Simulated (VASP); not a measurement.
# NbB2 (P6/mmm) in VASP: a series of runs

NbB2 is run at these levels: LDA; tasks: single point.

Program: VASP 6.6.1. These are calculated values, not measurements. Logs are shortened: lines on timing, memory, paths and dates and some standing lists are left out, and cuts for length are marked.

### Step 1. The cell of the first run

Symmetry: P6/mmm, No. 191, hexagonal system. The conventional cell has a = 3.093 Å, b = 3.093 Å, c = 3.304 Å, α = 90.00°, β = 90.00°, γ = 120.00°. Nb (site symmetry 6/mmm) has 12 B at 2.43 Å and 6 Nb at 3.09 Å within 3.2 Å. B (site symmetry -6m2) has 3 B at 1.79 Å within 2.4 Å.

### Step 2. Single point, LDA (volume scaled by 1.02, then relaxed in part)

INCAR reads:

```
SYSTEM = NbB2
  PREC = Accurate
  ENCUT = 520
  EDIFF = 1E-6
  ISMEAR = -1
  SIGMA = 0.15
  LREAL = .False.
  LASPH = .True.
  NELM = 100
  ALGO = Normal
  ISIF = 2
  LWAVE = .False.
  LCHARG = .False.
  NBANDS = 16
```

KPOINTS reads:

```
Automatic mesh
0
Gamma
  18 18 14
  0 0 0
```

POSCAR reads:

```
NbB2
1.0
    3.0926278422      0.0000000000      0.0000000000
   -1.5463139211      2.6782942758      0.0000000000
    0.0000000000      0.0000000000      3.3044554943
Nb B
1 2
Direct
    0.0000000000      0.0000000000      0.0000000000
    0.3333333333      0.6666666667      0.5000000000
    0.6666666667      0.3333333333      0.5000000000
```

Potentials or basis: VASP PAW LDA potentials, release 64 (Nb_sv, B).

On the command line:

```bash
$ cat potpaw_LDA.64/Nb_sv/POTCAR potpaw_LDA.64/B/POTCAR > POTCAR
$ mpirun -np 1 vasp_std > vasp.out
```

OUTCAR:

```text
SYSTEM = NbB2
   PREC = Accurate
   ENCUT = 520
   EDIFF = 1E-6
   ISMEAR = -1
   LREAL = .False.
   LASPH = .True.
   NELM = 100
   ISIF = 2

 ion  position               nearest neighbor table
   1  0.000  0.000  0.000-   2 2.43   3 2.43   2 2.43   3 2.43   3 2.43   3 2.43   2 2.43   2 2.43
                             3 2.43   3 2.43   2 2.43   2 2.43
   2  0.333  0.667  0.500-   3 1.79   3 1.79   3 1.79   1 2.43   1 2.43   1 2.43   1 2.43   1 2.43
                             1 2.43
   3  0.667  0.333  0.500-   2 1.79   2 1.79   2 1.79   1 2.43   1 2.43   1 2.43   1 2.43   1 2.43
                             1 2.43

  LATTYP: Found a hexagonal cell.
 ALAT       =     3.0926278422
 C/A-ratio  =     1.0684943882

  Lattice vectors:

 A1 = (   3.0926278422,   0.0000000000,   0.0000000000)
 A2 = (  -1.5463139211,   2.6782942758,   0.0000000000)
 A3 = (   0.0000000000,   0.0000000000,   3.3044554943)

Analysis of symmetry for initial positions (statically):
=====================================================================
 Subroutine PRICEL returns:
 Original cell was already a primitive cell.

 Routine SETGRP: Setting up the symmetry group for a
 hexagonal supercell.

 Subroutine GETGRP returns: Found 24 space group operations
 (whereof 24 operations were pure point group operations)
 out of a pool of 24 trial point group operations.

The static configuration has the point symmetry D_6h.

Analysis of symmetry for dynamics (positions and initial velocities):
=====================================================================
 Subroutine PRICEL returns:
 Original cell was already a primitive cell.

 Routine SETGRP: Setting up the symmetry group for a
 hexagonal supercell.

 Subroutine GETGRP returns: Found 24 space group operations
 (whereof 24 operations were pure point group operations)
 out of a pool of 24 trial point group operations.

The dynamic configuration has the point symmetry D_6h.

 Subroutine INISYM returns: Found 24 space group operations
 (whereof 24 operations are pure point group operations),
 and found     1 'primitive' translations

----------------------------------------------------------------------------------------

                                     Primitive cell

  volume of cell :      27.3707

  direct lattice vectors                    reciprocal lattice vectors
     3.092627842  0.000000000  0.000000000     0.323349608  0.186685983  0.000000000
    -1.546313921  2.678294276  0.000000000     0.000000000  0.373371966  0.000000000
     0.000000000  0.000000000  3.304455494     0.000000000  0.000000000  0.302621718

  length of vectors
     3.092627842  3.092627842  3.304455494     0.373371966  0.373371966  0.302621718

  position of ions in fractional coordinates (direct lattice)
     0.000000000  0.000000000  0.000000000
     0.333333333  0.666666667  0.500000000
     0.666666667  0.333333333  0.500000000

  ion indices of the primitive-cell ions
   primitive index   ion index
                 1           1
                 2           2
                 3           3

----------------------------------------------------------------------------------------

 KPOINTS: Automatic mesh

Automatic generation of k-mesh.
 Grid dimensions read from file:
 generate k-points for:   18   18   14

 Generating k-lattice:

  Cartesian coordinates                     Fractional coordinates (reciprocal lattice)
     0.017963867  0.010371444  0.000000000     0.055555556  0.000000000  0.000000000
     0.000000000  0.020742887  0.000000000     0.000000000  0.055555556  0.000000000
     0.000000000  0.000000000  0.021615837     0.000000000  0.000000000  0.071428571

  Length of vectors
     0.020742887  0.020742887  0.021615837

  Shift w.r.t. Gamma in fractional coordinates (k-lattice)
     0.000000000  0.000000000  0.000000000

 Subroutine IBZKPT returns following result:
 ===========================================

 Found    296 irreducible k-points:

 Following reciprocal coordinates:
            Coordinates               Weight
  0.000000  0.000000  0.000000      1.000000
  0.055556  0.000000  0.000000      6.000000
  0.111111  0.000000  0.000000      6.000000
  0.166667  0.000000  0.000000      6.000000
  0.222222  0.000000  0.000000      6.000000
  0.277778  0.000000  0.000000      6.000000
[... 16 lines left out ...]
  0.333333  0.111111  0.000000     12.000000
  0.388889  0.111111  0.000000     12.000000
 [... further k-points ...]
   k-points           NKPTS =    296   k-points in BZ     NKDIM =    296   number of bands    NBANDS=     16
   number of dos      NEDOS =    301   number of ions     NIONS =      3
   total plane-waves  NPLWV =  16128
   dimension x,y,z NGX =    24 NGY =   24 NGZ =   28
   dimension x,y,z NGXF=    48 NGYF=   48 NGZF=   56
   ions per type =               1   2
   NGX,Y,Z   is equivalent  to a cutoff of  12.90, 12.90, 14.09 a.u.
   NGXF,Y,Z  is equivalent  to a cutoff of  25.80, 25.80, 28.17 a.u.
 SYSTEM =  NbB2
   PREC   = accura    normal or accurate (medium, high low for compatibility)
   ISTART =      0    job   : 0-new  1-cont  2-samecut
   ICHARG =      2    charge: 1-file 2-atom 10-const
   ISPIN  =      1    spin polarized calculation?
   LNONCOLLINEAR =      F non collinear calculations
   LSORBIT =      F    spin-orbit coupling
   LASPH  =      T    aspherical Exc in radial PAW
   ENCUT  =  520.0 eV  38.22 Ry    6.18 a.u.   5.75  5.75  6.14*2*pi/ulx,y,z
   NELM   =    100;   NELMIN=  2; NELMDL= -5     # of ELM steps
   EDIFF  = 0.1E-05   stopping-criterion for ELM
   LREAL  =      F    real-space projection
   EDIFFG = 0.1E-04   stopping-criterion for IOM
   NSW    =      0    number of steps for IOM
   IBRION =     -1    ionic relax: 0-MD 1-quasi-New 2-CG
   NFREE  =      0    steps in history (QN), initial steepest desc. (CG)
   ISIF   =      2    stress and relaxation
   ISYM   =      2    0-nonsym 1-usesym 2-fastsym
   POTIM  = 0.5000    time-step for ionic-motion
   TEBEG  =    0.0;   TEEND  =   0.0 temperature during run
   PSTRESS=    0.0 pullay stress
   NELECT =      19.0000    total number of electrons
   NUPDOWN=      -1.0000    fix difference up-down
   EMIN   =  10.00;   EMAX   =-10.00  energy-range for DOS
   EFERMI =   0.00;   METHOD = LEGACY
   ISMEAR =    -1;   SIGMA  =   0.15  broadening in eV -4-tet -1-fermi 0-gaus
   EFERMI_NEDOS =   21; number of points for ismear=-14 and -15
   IALGO  =     38    algorithm
   IMIX   =      4    mixing-type and parameters
     AMIX     =   0.40;   BMIX     =  1.00
     AMIX_MAG =   1.60;   BMIX_MAG =  1.00
  volume/ion in A,a.u.               =       9.12        61.57
  Fermi-wavevector in a.u.,A,eV,Ry     =   1.449542  2.739237 28.588173  2.101171
  Thomas-Fermi vector in A             =   2.567257
   LORBIT       =      0    0 simple, 1 ext, 2 COOP (PROOUT), +10 PAW based schemes
   GGA     = CA    functional components
   LHFCALC =     F    Hartree Fock is set to
   AEXX    =    0.0000 exact exchange contribution
   IVDW    =     0    specifies the selected vdW correction
   LEPSILON=     F    determine dielectric tensor
   LRPA    =     F    only Hartree local field effects (RPA)
 non-spin polarized calculation
  energy-cutoff  :      520.00
  volume of cell :       27.37
 maximum number of plane-waves:       760
 NGX is ok and might be reduce to    24
   NGX = 11   NGY = 11   NGZ = 13

 number of electron      19.0000002 magnetization

 Free energy of the ion-electron system (eV)
  ---------------------------------------------------
  ext. energy  EPLUGINS =         0.00000000
  ---------------------------------------------------
  free energy    TOTEN  =       -28.57920545 eV

  energy without entropy =      -28.50545257  energy(sigma->0) =      -28.54232901

 E-fermi :  12.6399     XC(G=0): -13.2693

 val. band max:       12.6350313437   @ k =   0.2222   0.0556   0.0714
 cond. band min:      12.6473208519   @ k =   0.2778   0.0556   0.0714
 fundamental gap:      0.0122895082
 Fermi energy:        12.6398879984

 k-point     1 :       0.0000    0.0000    0.0000
  band No.  band energies     occupation
      1     -42.7942      2.00000
      2     -19.1473      2.00000
      3     -18.6849      2.00000
      4     -18.6849      2.00000
      5      -1.5562      2.00000
      6       8.2862      2.00000
[... 8 lines left out ...]
     15      16.9484      0.00000
     16      17.1427      0.00000

 k-point     2 :       0.0556    0.0000    0.0000
  band No.  band energies     occupation
      1     -42.7914      2.00000
      2     -19.1433      2.00000
      3     -18.7096      2.00000
      4     -18.6904      2.00000
      5      -1.4923      2.00000
      6       8.1248      2.00000
[... 8 lines left out ...]
     15      17.3975      0.00000
     16      17.4720      0.00000

 k-point     3 :       0.1111    0.0000    0.0000
  band No.  band energies     occupation
      1     -42.7832      2.00000
      2     -19.1317      2.00000
      3     -18.7803      2.00000
      4     -18.7063      2.00000
      5      -1.3037      2.00000
      6       7.6884      2.00000
[... 8 lines left out ...]
     15      18.0563      0.00000
     16      18.4546      0.00000

 k-point     4 :       0.1667    0.0000    0.0000
  band No.  band energies     occupation
      1     -42.7708      2.00000
      2     -19.1139      2.00000
      3     -18.8871      2.00000
      4     -18.7305      2.00000
      5      -0.9994      2.00000
      6       7.0758      2.00000
[... 8 lines left out ...]
     15      18.9536      0.00000
     16      19.0611      0.00000

 k-point     5 :       0.2222    0.0000    0.0000
  band No.  band energies     occupation
      1     -42.7554      2.00000
      2     -19.0920      2.00000
      3     -19.0157      2.00000
      4     -18.7601      2.00000
      5      -0.5926      2.00000
      6       6.3714      2.00000
[... 8 lines left out ...]
     15      18.7561      0.00000
     16      20.2738      0.00000

 k-point     6 :       0.2778    0.0000    0.0000
  band No.  band energies     occupation
      1     -42.7390      2.00000
      2     -19.1500      2.00000
      3     -19.0685      2.00000
      4     -18.7914      2.00000
      5      -0.0982      2.00000
      6       5.6272      2.00000
[... 8 lines left out ...]
     15      19.0791      0.00000
     16      21.6025      0.00000

 k-point     7 :       0.3333    0.0000    0.0000
  band No.  band energies     occupation
      1     -42.7236      2.00000
      2     -19.2738      2.00000
      3     -19.0463      2.00000
      4     -18.8205      2.00000
      5       0.4676      2.00000
      6       4.8704      2.00000
[... 8 lines left out ...]
     15      19.7727      0.00000
     16      21.8664      0.00000

 k-point     8 :       0.3889    0.0000    0.0000
  band No.  band energies     occupation
      1     -42.7109      2.00000
      2     -19.3730      2.00000
      3     -19.0282      2.00000
      4     -18.8442      2.00000
      5       1.0861      2.00000
      6       4.1192      2.00000
[... 8 lines left out ...]
     15      20.5608      0.00000
     16      21.1006      0.00000

 k-point     9 :       0.4444    0.0000    0.0000
  band No.  band energies     occupation
      1     -42.7027      2.00000
      2     -19.4370      2.00000
      3     -19.0164      2.00000
      4     -18.8596      2.00000
      5       1.7216      2.00000
      6       3.4059      2.00000
[... 8 lines left out ...]
     15      20.3623      0.00000
     16      21.1973      0.00000
[... 172 lines left out ...]
 k-point    19 :       0.1111    0.1111    0.0000
  band No.  band energies     occupation
      1     -42.7639      2.00000
      2     -19.1040      2.00000
      3     -18.9369      2.00000
      4     -18.7527      2.00000
      5      -0.8212      2.00000
      6       6.8417      2.00000
[... 8 lines left out ...]
     15      18.8286      0.00000
     16      19.3001      0.00000

 k-point    20 :       0.1667    0.1111    0.0000
  band No.  band energies     occupation
      1     -42.7494      2.00000
      2     -19.0834      2.00000
      3     -19.0478      2.00000
      4     -18.7899      2.00000
      5      -0.4202      2.00000
      6       6.2589      2.00000
[... 8 lines left out ...]
     15      19.1267      0.00000
     16      20.1786      0.00000

 k-point    21 :       0.2222    0.1111    0.0000
  band No.  band energies     occupation
      1     -42.7340      2.00000
      2     -19.1634      2.00000
      3     -19.0613      2.00000
      4     -18.8299      2.00000
      5       0.0698      2.00000
      6       5.6127      2.00000
[... 8 lines left out ...]
     15      19.2515      0.00000
     16      21.2101      0.00000

 k-point    22 :       0.2778    0.1111    0.0000
  band No.  band energies     occupation
      1     -42.7195      2.00000
      2     -19.2700      2.00000
      3     -19.0405      2.00000
      4     -18.8674      2.00000
      5       0.6338      2.00000
      6       4.9232      2.00000
[... 8 lines left out ...]
     15      19.4191      0.00000
     16      21.8850      0.00000

 k-point    23 :       0.3333    0.1111    0.0000
  band No.  band energies     occupation
      1     -42.7076      2.00000
      2     -19.3557      2.00000
      3     -19.0234      2.00000
      4     -18.8979      2.00000
      5       1.2547      2.00000
      6       4.2096      2.00000
[... 8 lines left out ...]
     15      20.2691      0.00000
     16      21.4549      0.00000

 k-point    24 :       0.3889    0.1111    0.0000
  band No.  band energies     occupation
      1     -42.6998      2.00000
      2     -19.4110      2.00000
      3     -19.0123      2.00000
      4     -18.9177      2.00000
      5       1.9018      2.00000
      6       3.5047      2.00000
[... 8 lines left out ...]
     15      20.9252      0.00000
     16      20.9698      0.00000

 [... further k-points ...]
[... 5 lines left out ...]
  --------------------------------------------------------------------------------------
  -------------------------------------------------------------------------------------
  Total       -0.9957496     -0.9957496     -1.0262118      0.0000000     -0.0000000     -0.0000000
  in kB      -58.2874254    -58.2874254    -60.0705676      0.0000000     -0.0000000     -0.0000000
  external PRESSURE =     -58.8818062 kB  Pullay stress =       0.0000000 kB

 VOLUME and BASIS-vectors are now :
 -----------------------------------------------------------------------------
  energy-cutoff  :      520.00
  volume of cell :       27.37
      direct lattice vectors                 reciprocal lattice vectors
     3.092627842  0.000000000  0.000000000     0.323349608  0.186685983  0.000000000
    -1.546313921  2.678294276  0.000000000     0.000000000  0.373371966  0.000000000
     0.000000000  0.000000000  3.304455494     0.000000000  0.000000000  0.302621718

 POSITION                                       TOTAL-FORCE (eV/Angst)
 -----------------------------------------------------------------------------------
      0.00000      0.00000      0.00000         0.000000     -0.000000      0.000000
     -0.00000      1.78553      1.65223        -0.000000     -0.000000      0.000000
      1.54631      0.89276      1.65223        -0.000000      0.000000     -0.000000
 -----------------------------------------------------------------------------------
    total drift:                               -0.000000      0.000000      0.000000

  FREE ENERGIE OF THE ION-ELECTRON SYSTEM (eV)
  ---------------------------------------------------
  free  energy   TOTEN  =       -28.5792054465 eV

  energy  without entropy=      -28.5054525711  energy(sigma->0) =      -28.54232901
```

Wall time 60 s (1 thread of AMD EPYC 9R45 (Zen 5), shared host); peak memory 0.2 GiB.

What came out:

```
Free energy : -28.5792 eV
Pressure    : -5.9 GPa
```

Stress tensor (GPa, compression positive):
```
-5.83  0.00  0.00
 0.00 -5.83  0.00
 0.00  0.00 -6.01
```

Caveat: the cell differs from its parent crystal (volume scaled by 1.02, then relaxed in part).

### Step 3. Single point, LDA (volume scaled by 0.98, then relaxed in part)

INCAR reads:

```
SYSTEM = NbB2
  ALGO = Normal
  EDIFF = 1E-6
  ENCUT = 520
  GGA = CA
  ISIF = 2
  ISMEAR = -1
  LASPH = .True.
  LCHARG = .False.
  LREAL = .False.
  LWAVE = .False.
  NBANDS = 16
  NELM = 100
  PREC = Accurate
  SIGMA = 0.15
```

KPOINTS reads:

```
k-points
0
Gamma
  18 18 14
  0 0 0
```

POSCAR reads:

```
NbB2
1.0
    3.0554150728      0.0000000000      0.0000000000
   -1.5277075364      2.6460670722      0.0000000000
    0.0000000000      0.0000000000      3.2526752142
Nb B
1 2
Direct
    0.0000000000      0.0000000000      0.0000000000
    0.3333333333      0.6666666667      0.5000000000
    0.6666666667      0.3333333333      0.5000000000
```

Potentials or basis: VASP PAW LDA potentials, release 64 (Nb_sv, B).

On the command line:

```bash
$ cat potpaw_LDA.64/Nb_sv/POTCAR potpaw_LDA.64/B/POTCAR > POTCAR
$ mpirun -np 1 vasp_std > vasp.out
```

Run time: 53 s. Hardware: 1 thread of AMD EPYC 9R45 (Zen 5), shared host; peak memory 0.19 GiB.

The run converged. Its results:

| Item | Value |
| --- | --- |
| Free energy | -28.5774 eV |
| Pressure | 6.6 GPa |

Stress tensor (GPa, compression positive):
```
6.68 0.00 0.00
0.00 6.68 0.00
0.00 0.00 6.48
```

Levels at points of the mesh, in eV from the Fermi level:
| k point | band 5 | band 6 | band 7 | band 8 | band 9 | band 10 | band 11 | band 12 | band 13 | band 14 |
| --- | --- | --- | --- | --- | --- | --- | --- | --- | --- | --- |
| (0.00, 0.00, 0.00) | -14.46 | -4.56 | -4.56 | -4.51 | -3.15 | 1.35 | 1.35 | 3.31 | 3.31 | 4.38 |
| (0.50, 0.00, 0.00) | -10.77 | -9.77 | -5.43 | -4.70 | -4.38 | 0.37 | 1.76 | 2.71 | 3.37 | 6.25 |
| (0.00, 0.00, 0.50) | -11.89 | -8.81 | -2.10 | -2.10 | -1.91 | -1.91 | -1.25 | -1.25 | 0.76 | 4.23 |
| (0.50, 0.00, 0.50) | -11.56 | -8.20 | -6.54 | -6.08 | -3.37 | 2.35 | 3.13 | 3.82 | 5.36 | 5.56 |

Caveat: the cell differs from its parent crystal (volume scaled by 0.98, then relaxed in part).

### Step 4. Single point, LDA

This run uses another cell than the first one, of 8.94 Å³/atom, 0.980 times its volume.

INCAR reads:

```
PREC = Accurate ; ENCUT = 520
EDIFF = 1E-7 ; ISMEAR = -1
SIGMA = 0.15 ; LREAL = F
LASPH = T ; NELM = 60
ALGO = Normal ; ISIF = 2
LWAVE = F ; LCHARG = F
NBANDS = 16
```

KPOINTS reads:

```
Automatic mesh
0
Gamma
  18 18 14
```

POSCAR reads:

```
NbB2
1.0
    3.0742609792      0.0000000000      0.0000000000
   -1.5371304896      2.6623881058      0.0000000000
    0.0000000000      0.0000000000      3.2784879566
Nb B
1 2
Direct
    0.0000000000      0.0000000000      0.0000000000
    0.3333333333      0.6666666667      0.5000000000
    0.6666666667      0.3333333333      0.5000000000
```

On the command line:

```bash
$ cat potpaw_LDA.64/Nb_sv/POTCAR potpaw_LDA.64/B/POTCAR > POTCAR
$ mpirun -np 1 vasp_std > vasp.out
```

Run time: 57 s. Hardware: 1 thread of AMD EPYC 9R45 (Zen 5), shared host; peak memory 0.2 GiB.

Results (log left out):

```yaml
Free_energy: -28.5888 eV
Pressure: 0.1 GPa
```

Stress tensor (GPa, compression positive):
```
 0.11  0.00  0.00
 0.00  0.11  0.00
 0.00  0.00 -0.06
```

Levels at points of the mesh, in eV from the Fermi level:
```csv
k point,band 7,band 8,band 9,band 10,band 11,band 12
"(0.00, 0.00, 0.00)",-4.46,-4.41,-3.14,1.31,1.31,3.22
"(0.50, 0.00, 0.00)",-5.33,-4.59,-4.32,0.35,1.75,2.65
"(0.00, 0.00, 0.50)",-2.05,-2.05,-1.85,-1.85,-1.22,-1.22
"(0.50, 0.00, 0.50)",-6.41,-5.95,-3.37,2.26,3.05,3.75
```

### Step 5. Summary

```tsv
cell	gap on the mesh (eV)	pressure (GPa)
a = 3.093, b = 3.093, c = 3.304 Å, angles 90.0, 90.0, 120.0°, 3 atoms	none	-5.9
a = 3.055, b = 3.055, c = 3.253 Å, angles 90.0, 90.0, 120.0°, 3 atoms	none	6.6
a = 3.074, b = 3.074, c = 3.278 Å, angles 90.0, 90.0, 120.0°, 3 atoms	none	0.1
```

Alike in all rows: task single point; level LDA; potentials or basis VASP PAW LDA potentials, release 64 (Nb_sv, B); no spin polarisation; k mesh 18 × 18 × 14; cutoff (eV) 520; smearing fermi-dirac 0.15 eV.

Absolute energies hang on the potentials; compare differences alone.
